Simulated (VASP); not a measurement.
Set up this calculation in VASP 6.6.1, as the native input.

* Task: single point
* Functional: r2SCAN
* Potentials or basis: VASP PAW PBE potentials, release 64 (Hf_pv, N)
* Cutoff: 660 eV
* k mesh: 3 × 3 × 3
* Occupations: methfessel-paxton, width 0.1 eV
* Spin: no spin polarisation
* Dipole correction: no
* Further INCAR settings: ALGO = Normal; EDIFF = 1e-06; NBANDS = 14

The system is HfN.

```
Hf N
1.0
     0.00000    2.45482    2.45482
     2.45482    0.00000    2.45482
     2.45482    2.45482    0.00000
Hf N
1 1
Direct
  0.00000 0.00000 0.00000
  0.75000 0.75000 0.75000
```

The input as run:

POSCAR

```
HfN
1.0
    0.0000000000      2.4548220000      2.4548220000
    2.4548220000      0.0000000000      2.4548220000
    2.4548220000      2.4548220000      0.0000000000
Hf N
1 1
Direct
    0.0000000000      0.0000000000      0.0000000000
    0.7500000000      0.7500000000      0.7500000000
```

INCAR.step1

```
SYSTEM = HfN
  PREC = Accurate
  ENCUT = 660
  ISMEAR = 1
  SIGMA = 0.1
  LREAL = .FALSE.
  LASPH = .TRUE.
  NELM = 120
  NBANDS = 14
  GGA = PE
  ALGO = Normal
  EDIFF = 1E-5
  LWAVE = .TRUE.
  LCHARG = .FALSE.
  GGA_COMPAT = .FALSE.
```

INCAR.step2

```
SYSTEM = HfN
  PREC = Accurate
  ENCUT = 660
  EDIFF = 1E-6
  ISMEAR = 1
  SIGMA = 0.1
  LREAL = .FALSE.
  LASPH = .TRUE.
  NELM = 120
  ALGO = Normal
  ISIF = 2
  LWAVE = .FALSE.
  LCHARG = .FALSE.
  METAGGA = R2SCAN
  LMIXTAU = .TRUE.
  NBANDS = 14
  ISTART = 1
  GGA_COMPAT = .FALSE.
```

KPOINTS

```
Automatic mesh
0
G
  3 3 3
  0 0 0
```

Potentials or basis: VASP PAW PBE potentials, release 64 (Hf_pv, N).

Run with:

```sh
$ cat potpaw_PBE.64/Hf_pv/POTCAR potpaw_PBE.64/N/POTCAR > POTCAR
$ cp INCAR.step1 INCAR
$ mpirun -np 1 vasp_std > vasp.out
$ cp INCAR.step2 INCAR
$ mpirun -np 1 vasp_std > vasp.out
```

It gave:

```json
{
 "Pressure": "-4.9 GPa"
}
```

Caveat: the k points lie up to 0.74 Å⁻¹ apart; the PAW data sets were made with another functional, which shifts forces and pressure a little.

It took 14 s on 1 thread of Intel(R) Xeon(R) 6975P-C (Granite Rapids) (shared host), peak memory 0.17 GiB.
